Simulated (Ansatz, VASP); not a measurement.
**One calculation of CdSe, two programs**

```
Cd Se
1.0
     0.00000    2.75646    2.75646
     2.75646    0.00000    2.75646
     2.75646    2.75646    0.00000
Cd Se
1 1
Direct
  0.00000 0.00000 0.00000
  0.50000 0.50000 0.50000
```

Change from the starting cell: volume scaled by 0.94, PAW files.

Alike in both runs: task single point; functional PBEsol; k mesh 12 × 12 × 12; occupations fermi-dirac, width 0.05 eV; no spin polarisation.

```csv
,VASP,Ansatz
version,VASP 6.6.1,Ansatz 0.2.0
potentials or method,"VASP PAW PBE potentials, release 64 (Cd, Se)","PAW with Ansatz's default frozen-core files, scalar-relativistic"
plane-wave cutoff (eV),520,420
valence electrons in the cell,18,36
```

VASP gave:

- pressure (GPa): 5.7

**Question.** Which values does Ansatz return?

**Answer.** Pressure (GPa): 5.1.

VASP's potentials were made for PBE, not for PBEsol. With one functional, cell and mesh, what is left measures potentials, basis and numerics. VASP's potentials hold 18 valence electrons a cell and Ansatz's 36, so a difference there can come from the potentials and not from the codes.
